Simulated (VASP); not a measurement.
# ZnS (zinc blende type) (R3m) in VASP: single point with HSE06

Aim: the single point of ZnS (zinc blende type) with HSE06.

Program: VASP 6.6.1. These are calculated values, not measurements. Logs are shortened: lines on timing, memory, paths and dates and some standing lists are left out, and cuts for length are marked.

### Step 1. The cell of the first run

The structure is trigonal, space group R3m (No. 160). Conventional cell: a = 3.854 Å, b = 3.854 Å, c = 9.440 Å, α = 90.00°, β = 90.00°, γ = 120.00°. Zn (site symmetry 3m) has 4 S at 2.30 to 2.38 Å within 3.0 Å. S (site symmetry 3m) has 4 Zn at 2.30 to 2.38 Å within 3.0 Å.

### Step 2. Single point, HSE06

POSCAR

```
ZnS
1.0
    0.0000000000      2.7250000000      2.7250000000
    2.7250000000      0.0000000000      2.7250000000
    2.7250000000      2.7250000000      0.0000000000
Zn S
1 1
Direct
    0.0063561498      0.0063561498      0.0063561498
    0.2500000000      0.2500000000      0.2500000000
```

INCAR.step1

```
SYSTEM = ZnS
ALGO = Normal
EDIFF = 1E-5
ENCUT = 520
GGA = PE
ISIF = 2
ISMEAR = -1
LASPH = .TRUE.
LCHARG = .FALSE.
LREAL = .FALSE.
LWAVE = .TRUE.
NBANDS = 16
NELM = 80
PREC = Accurate
SIGMA = 0.05
```

INCAR.step2

```
SYSTEM = ZnS
ALGO = Normal
EDIFF = 1E-6
ENCUT = 520
GGA = PE
HFSCREEN = 0.2079
ISIF = 2
ISMEAR = -1
ISTART = 1
LASPH = .TRUE.
LCHARG = .FALSE.
LHFCALC = .TRUE.
LREAL = .FALSE.
LWAVE = .FALSE.
NBANDS = 16
NELM = 80
PREC = Accurate
PRECFOCK = Normal
SIGMA = 0.05
```

KPOINTS

```
k-points
0
G
  4 4 4
  0 0 0
```

Potentials or basis: VASP PAW PBE potentials, release 64 (Zn, S).

Command:

```console
$ cat potpaw_PBE.64/Zn/POTCAR potpaw_PBE.64/S/POTCAR > POTCAR
$ cp INCAR.step1 INCAR
$ mpirun -np 1 vasp_std > vasp.out
$ cp INCAR.step2 INCAR
$ mpirun -np 1 vasp_std > vasp.out
```

OUTCAR:

```text
SYSTEM = ZnS
   EDIFF = 1E-6
   ENCUT = 520
   GGA = PE
   HFSCREEN = 0.2079
   ISIF = 2
   ISMEAR = -1
   ISTART = 1
   LASPH = .TRUE.
   LHFCALC = .TRUE.
   LREAL = .FALSE.
   NELM = 80
   PREC = Accurate
   PRECFOCK = Normal

 ion  position               nearest neighbor table
   1  0.006  0.006  0.006-   2 2.30   2 2.38   2 2.38   2 2.38
   2  0.250  0.250  0.250-   1 2.30   1 2.38   1 2.38   1 2.38

  LATTYP: Found a face centered cubic cell.
 ALAT       =     5.4500000000

  Lattice vectors:

 A1 = (   0.0000000000,   2.7250000000,   2.7250000000)
 A2 = (   2.7250000000,   0.0000000000,   2.7250000000)
 A3 = (   2.7250000000,   2.7250000000,   0.0000000000)

Analysis of symmetry for initial positions (statically):
=====================================================================
 Subroutine PRICEL returns:
 Original cell was already a primitive cell.

 Routine SETGRP: Setting up the symmetry group for a
 face centered cubic supercell.

 Subroutine GETGRP returns: Found  6 space group operations
 (whereof  6 operations were pure point group operations)
 out of a pool of 48 trial point group operations.

The static configuration has the point symmetry C_3v.

Analysis of symmetry for dynamics (positions and initial velocities):
=====================================================================
 Subroutine PRICEL returns:
 Original cell was already a primitive cell.

 Routine SETGRP: Setting up the symmetry group for a
 face centered cubic supercell.

 Subroutine GETGRP returns: Found  6 space group operations
 (whereof  6 operations were pure point group operations)
 out of a pool of 48 trial point group operations.

The dynamic configuration has the point symmetry C_3v.

 Subroutine INISYM returns: Found  6 space group operations
 (whereof  6 operations are pure point group operations),
 and found     1 'primitive' translations

----------------------------------------------------------------------------------------

                                     Primitive cell

  volume of cell :      40.4697

  direct lattice vectors                    reciprocal lattice vectors
     0.000000000  2.725000000  2.725000000    -0.183486239  0.183486239  0.183486239
     2.725000000  0.000000000  2.725000000     0.183486239 -0.183486239  0.183486239
     2.725000000  2.725000000  0.000000000     0.183486239  0.183486239 -0.183486239

  length of vectors
     3.853731957  3.853731957  3.853731957     0.317807488  0.317807488  0.317807488

  position of ions in fractional coordinates (direct lattice)
     0.006356150  0.006356150  0.006356150
     0.250000000  0.250000000  0.250000000

  ion indices of the primitive-cell ions
   primitive index   ion index
                 1           1
                 2           2

----------------------------------------------------------------------------------------

 KPOINTS: k-points

Automatic generation of k-mesh.
 Grid dimensions read from file:
 generate k-points for:    4    4    4

 Generating k-lattice:

  Cartesian coordinates                     Fractional coordinates (reciprocal lattice)
    -0.045871560  0.045871560  0.045871560     0.250000000  0.000000000  0.000000000
     0.045871560 -0.045871560  0.045871560     0.000000000  0.250000000  0.000000000
     0.045871560  0.045871560 -0.045871560     0.000000000  0.000000000  0.250000000

  Length of vectors
     0.079451872  0.079451872  0.079451872

  Shift w.r.t. Gamma in fractional coordinates (k-lattice)
     0.000000000  0.000000000  0.000000000

 Subroutine IBZKPT returns following result:
 ===========================================

 Found     13 irreducible k-points:

 Following reciprocal coordinates:
            Coordinates               Weight
  0.000000  0.000000  0.000000      1.000000
  0.250000  0.000000  0.000000      6.000000
  0.250000  0.250000  0.250000      2.000000
  0.500000  0.000000  0.000000      3.000000
  0.500000  0.500000  0.500000      1.000000
  0.250000  0.250000  0.000000      6.000000
  0.500000  0.250000  0.000000     12.000000
  0.250000  0.250000 -0.250000      6.000000
  0.500000  0.250000  0.500000      6.000000
 -0.250000  0.250000  0.000000      6.000000
  0.250000  0.250000  0.500000      6.000000
  0.500000  0.500000  0.000000      3.000000
 -0.250000  0.500000  0.250000      6.000000
   k-points           NKPTS =     13   k-points in BZ     NKDIM =     64   number of bands    NBANDS=     16
   number of dos      NEDOS =    301   number of ions     NIONS =      2
   total plane-waves  NPLWV =  27000
   dimension x,y,z NGX =    30 NGY =   30 NGZ =   30
   dimension x,y,z NGXF=    60 NGYF=   60 NGZF=   60
   ions per type =               1   1
   NGX,Y,Z   is equivalent  to a cutoff of  12.94, 12.94, 12.94 a.u.
   NGXF,Y,Z  is equivalent  to a cutoff of  25.88, 25.88, 25.88 a.u.
 SYSTEM =  ZnS
   PREC   = accura    normal or accurate (medium, high low for compatibility)
   ISTART =      1    job   : 0-new  1-cont  2-samecut
   ICHARG =      0    charge: 1-file 2-atom 10-const
   ISPIN  =      1    spin polarized calculation?
   LNONCOLLINEAR =      F non collinear calculations
   LSORBIT =      F    spin-orbit coupling
   LASPH  =      T    aspherical Exc in radial PAW
   ENCUT  =  520.0 eV  38.22 Ry    6.18 a.u.   7.17  7.17  7.17*2*pi/ulx,y,z
   NELM   =     80;   NELMIN=  2; NELMDL=  0     # of ELM steps
   EDIFF  = 0.1E-05   stopping-criterion for ELM
   LREAL  =      F    real-space projection
   EDIFFG = 0.1E-04   stopping-criterion for IOM
   NSW    =      0    number of steps for IOM
   IBRION =     -1    ionic relax: 0-MD 1-quasi-New 2-CG
   NFREE  =      0    steps in history (QN), initial steepest desc. (CG)
   ISIF   =      2    stress and relaxation
   ISYM   =      3    0-nonsym 1-usesym 2-fastsym
   POTIM  = 0.5000    time-step for ionic-motion
   TEBEG  =    0.0;   TEEND  =   0.0 temperature during run
   PSTRESS=    0.0 pullay stress
   NELECT =      18.0000    total number of electrons
   NUPDOWN=      -1.0000    fix difference up-down
   EMIN   =  10.00;   EMAX   =-10.00  energy-range for DOS
   EFERMI =   0.00;   METHOD = LEGACY
   ISMEAR =    -1;   SIGMA  =   0.05  broadening in eV -4-tet -1-fermi 0-gaus
   EFERMI_NEDOS =   21; number of points for ismear=-14 and -15
   IALGO  =     38    algorithm
   IMIX   =      1    mixing-type and parameters
     AMIX     =   0.40;   BMIX     =  1.00
     AMIX_MAG =   1.60;   BMIX_MAG =  1.00
  volume/ion in A,a.u.               =      20.23       136.55
  Fermi-wavevector in a.u.,A,eV,Ry     =   1.249652  2.361500 21.247275  1.561631
  Thomas-Fermi vector in A             =   2.383683
   LORBIT       =      0    0 simple, 1 ext, 2 COOP (PROOUT), +10 PAW based schemes
   GGA     = PE    functional components
   LHFCALC =     T    Hartree Fock is set to
   PRECFOCK=normal    Normal, Fast or Accurate (Low or Medium for compatibility)
   ENCUT4O =  -1.0   cutoff for four orbital integrals eV
   NKREDX  =     1    reduce k-point grid by
   NKREDY  =     1    reduce k-point grid by
   NKREDZ  =     1    reduce k-point grid by
   AEXX    =    0.2500 exact exchange contribution
   HFSCREEN=    0.2079 screening length (either q_TF or 0.3 A-1)
   HFSCREENC=   0.2079 screening length for correlation (either q_TF or 0.3 A-1)
   ENCUTFOCK=  -1.0 apply spherical cutoff to Coloumb kernel
   IVDW    =     0    specifies the selected vdW correction
   LEPSILON=     F    determine dielectric tensor
   LRPA    =     F    only Hartree local field effects (RPA)
 non-spin polarized calculation
  energy-cutoff  :      520.00
  volume of cell :       40.47
 maximum number of plane-waves:      1106
 NGX is ok and might be reduce to    30
  NGX = 24; NGY = 24; NGZ = 24

 number of electron      17.9999995 magnetization

 Free energy of the ion-electron system (eV)
  ---------------------------------------------------
  ext. energy  EPLUGINS =         0.00000000
  ---------------------------------------------------
  free energy    TOTEN  =        -8.32731856 eV

  energy without entropy =       -8.32731856  energy(sigma->0) =       -8.32731856

 E-fermi :   2.2427     XC(G=0):  -7.8714

 val. band max:        1.2021712616   @ k =   0.0000   0.0000   0.0000
 cond. band min:       4.3873751351   @ k =   0.0000   0.0000   0.0000
 fundamental gap:      3.1852038735
 Fermi energy:         2.2427360937

 k-point     1 :       0.0000    0.0000    0.0000
  band No.  band energies     occupation
      1     -12.9674      2.00000
      2      -6.6512      2.00000
      3      -6.5991      2.00000
      4      -6.5991      2.00000
      5      -6.2007      2.00000
      6      -6.2007      2.00000
[... 8 lines left out ...]
     15      14.3115      0.00000
     16      14.3817      0.00000

 k-point     2 :       0.2500    0.0000    0.0000
  band No.  band energies     occupation
      1     -12.5382      2.00000
      2      -6.5877      2.00000
      3      -6.5506      2.00000
      4      -6.4797      2.00000
      5      -6.1999      2.00000
      6      -6.1979      2.00000
[... 8 lines left out ...]
     15      13.5238      0.00000
     16      14.5894      0.00000

 k-point     3 :       0.2500    0.2500    0.2500
  band No.  band energies     occupation
      1     -12.5255      2.00000
      2      -6.5330      2.00000
      3      -6.5313      2.00000
      4      -6.5313      2.00000
      5      -6.2025      2.00000
      6      -6.2025      2.00000
[... 8 lines left out ...]
     15      13.3873      0.00000
     16      14.6201      0.00000

 k-point     4 :       0.5000    0.0000    0.0000
  band No.  band energies     occupation
      1     -12.0355      2.00000
      2      -6.5358      2.00000
      3      -6.5191      2.00000
      4      -6.1803      2.00000
      5      -6.1743      2.00000
      6      -5.9732      2.00000
[... 8 lines left out ...]
     15      15.9961      0.00000
     16      16.1781      0.00000

 k-point     5 :       0.5000    0.5000    0.5000
  band No.  band energies     occupation
      1     -12.0045      2.00000
      2      -6.4825      2.00000
      3      -6.4825      2.00000
      4      -6.1799      2.00000
      5      -6.1799      2.00000
      6      -5.9860      2.00000
[... 8 lines left out ...]
     15      16.1045      0.00000
     16      16.1045      0.00000

 k-point     6 :       0.2500    0.2500    0.0000
  band No.  band energies     occupation
      1     -12.3910      2.00000
      2      -6.5763      2.00000
      3      -6.4992      2.00000
      4      -6.4701      2.00000
      5      -6.2271      2.00000
      6      -6.1697      2.00000
[... 8 lines left out ...]
     15      15.1390      0.00000
     16      18.3720      0.00000

 k-point     7 :       0.5000    0.2500    0.0000
  band No.  band energies     occupation
      1     -11.8872      2.00000
      2      -6.4983      2.00000
      3      -6.4399      2.00000
      4      -6.2895      2.00000
      5      -6.1662      2.00000
      6      -5.9694      2.00000
[... 8 lines left out ...]
     15      16.1804      0.00000
     16      17.5721      0.00000

 k-point     8 :       0.2500    0.2500   -0.2500
  band No.  band energies     occupation
      1     -11.8875      2.00000
      2      -6.5039      2.00000
      3      -6.4145      2.00000
      4      -6.3195      2.00000
      5      -6.1643      2.00000
      6      -5.9655      2.00000
[... 8 lines left out ...]
     15      16.3069      0.00000
     16      17.5964      0.00000

 k-point     9 :       0.5000    0.2500    0.5000
  band No.  band energies     occupation
      1     -11.8716      2.00000
      2      -6.4743      2.00000
      3      -6.3944      2.00000
      4      -6.3051      2.00000
      5      -6.1675      2.00000
      6      -5.9823      2.00000
[... 8 lines left out ...]
     15      16.2217      0.00000
     16      17.5147      0.00000

 k-point    10 :      -0.2500    0.2500    0.0000
  band No.  band energies     occupation
      1     -12.0599      2.00000
      2      -6.5172      2.00000
      3      -6.4895      2.00000
      4      -6.2740      2.00000
      5      -6.2121      2.00000
      6      -6.0897      2.00000
[... 8 lines left out ...]
     15      15.9303      0.00000
     16      17.3971      0.00000

 k-point    11 :       0.2500    0.2500    0.5000
  band No.  band energies     occupation
      1     -12.0454      2.00000
      2      -6.4895      2.00000
      3      -6.4638      2.00000
      4      -6.2706      2.00000
      5      -6.2153      2.00000
      6      -6.1107      2.00000
[... 8 lines left out ...]
     15      15.8350      0.00000
     16      17.2960      0.00000

 k-point    12 :       0.5000    0.5000    0.0000
  band No.  band energies     occupation
      1     -11.7169      2.00000
      2      -6.4982      2.00000
      3      -6.3516      2.00000
      4      -6.3102      2.00000
      5      -6.1386      2.00000
      6      -5.9373      2.00000
[... 8 lines left out ...]
     15      16.4300      0.00000
     16      17.1594      0.00000

 k-point    13 :      -0.2500    0.5000    0.2500
  band No.  band energies     occupation
      1     -11.7126      2.00000
      2      -6.4532      2.00000
      3      -6.3979      2.00000
      4      -6.2429      2.00000
      5      -6.2125      2.00000
      6      -5.7838      2.00000
[... 8 lines left out ...]
     15      16.6778      0.00000
     16      17.4088      0.00000

------------------------ aborting loop because EDIFF is reached ----------------------------------------

  FORCE on cell =-STRESS in cart. coord.  units (eV):
  Direction    XX          YY          ZZ          XY          YZ          ZX
  --------------------------------------------------------------------------------------
  -------------------------------------------------------------------------------------
  Total       -0.1581853     -0.1581853     -0.1581853      0.1967918      0.1967918      0.1967918
  in kB       -6.2624905     -6.2624905     -6.2624905      7.7909073      7.7909073      7.7909073
  external PRESSURE =      -6.2624905 kB  Pullay stress =       0.0000000 kB

 VOLUME and BASIS-vectors are now :
 -----------------------------------------------------------------------------
  energy-cutoff  :      520.00
  volume of cell :       40.47
      direct lattice vectors                 reciprocal lattice vectors
     0.000000000  2.725000000  2.725000000    -0.183486239  0.183486239  0.183486239
     2.725000000  0.000000000  2.725000000     0.183486239 -0.183486239  0.183486239
     2.725000000  2.725000000  0.000000000     0.183486239  0.183486239 -0.183486239

 POSITION                                       TOTAL-FORCE (eV/Angst)
 -----------------------------------------------------------------------------------
      0.03464      0.03464      0.03464        -0.219552     -0.219552     -0.219552
      1.36250      1.36250      1.36250         0.219552      0.219552      0.219552
 -----------------------------------------------------------------------------------
    total drift:                               -0.000293     -0.000252     -0.000302

  FREE ENERGIE OF THE ION-ELECTRON SYSTEM (eV)
  ---------------------------------------------------
  free  energy   TOTEN  =        -8.3273185650 eV

  energy  without entropy=       -8.3273185649  energy(sigma->0) =       -8.32731856
```

Run time: 27 min. Hardware: 1 thread of AMD EPYC, shared host; peak memory 0.25 GiB.

What came out:

* Free energy: -8.3273 eV
* Pressure: -0.6 GPa
* Largest force: 0.380 eV/Å
* Band gap on the k mesh: 3.19 eV

Forces on the atoms (eV/Å):
```
Zn  -0.220 -0.220 -0.220
S    0.220  0.220  0.220
```

Stress tensor (GPa, compression positive):
```
-0.63  0.78  0.78
 0.78 -0.63  0.78
 0.78  0.78 -0.63
```

Levels at points of the mesh, in eV from the valence-band top:
| k point | band 6 | band 7 | band 8 | band 9 | band 10 | band 11 | band 12 | band 13 |
| --- | --- | --- | --- | --- | --- | --- | --- | --- |
| (0.00, 0.00, 0.00) | -7.40 | -0.12 | 0.00 | 0.00 | 3.19 | 7.63 | 7.63 | 7.70 |
| (0.50, 0.00, 0.00) | -7.18 | -5.40 | -1.00 | -0.80 | 4.43 | 7.96 | 8.29 | 10.06 |
| (0.50, 0.50, 0.50) | -7.19 | -5.60 | -0.93 | -0.93 | 4.54 | 8.22 | 8.22 | 10.13 |
| (0.50, 0.50, 0.00) | -7.14 | -4.90 | -2.30 | -2.27 | 4.38 | 5.22 | 12.31 | 13.42 |

Caveat: the k points lie up to 0.50 Å⁻¹ apart; the PAW data sets were made with another functional, which shifts forces and pressure a little.
